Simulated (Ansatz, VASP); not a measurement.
# Two plane-wave programs on WS2

```
CELL_PARAMETERS angstrom
1.57900 0.77489 6.16333
-1.57900 0.77489 6.16333
0.00000 -1.54978 6.16333
ATOMIC_POSITIONS crystal
W 0.00000 0.00000 0.00000
S 0.75030 0.75030 0.75030
S 0.58100 0.58100 0.58100
```

Change from the starting cell: strain -0.1500 x Voigt [0, 1, 0, 0, 0, 0], atoms carried along.

Alike in both runs: task single point; functional PBEsol; k mesh 12 × 12 × 12; occupations gaussian, width 0.05 eV; no spin polarisation.

|  | VASP | Ansatz |
| --- | --- | --- |
| version | VASP 6.6.1 | Ansatz 0.2.0 |
| potentials or method | VASP PAW PBE potentials, release 64 (W_sv, S), cutoff 520 eV | scalar-relativistic, plane waves, PAW |
| valence electrons in the cell | 26 | 26 |

VASP gave:

```
gap on the k mesh at the Fermi level (eV)                     : 1.22
least direct gap on the mesh (eV)                             : 1.51
pressure (GPa)                                                : 40.7
traceless stress, the component that is largest in VASP (GPa) : 32.01
rms of the force components (eV/Å)                            : 1.576
```

**Question.** Estimate Ansatz's values.

**Answer.** gap on the k mesh at the Fermi level (eV): 1.21; least direct gap on the mesh (eV): 1.51; pressure (GPa): 40.4; traceless stress, the component that is largest in VASP (GPa): 31.86; rms of the force components (eV/Å): 1.566.

VASP's potentials were made for PBE, not for PBEsol. Atom by atom the forces differ by 0.014 eV/Å (rms over components). Both programs put the cell under a high pressure, so it lies far from rest at this level. With one functional, cell and mesh, what is left measures potentials, basis and numerics.

Spin-orbit coupling is off throughout.
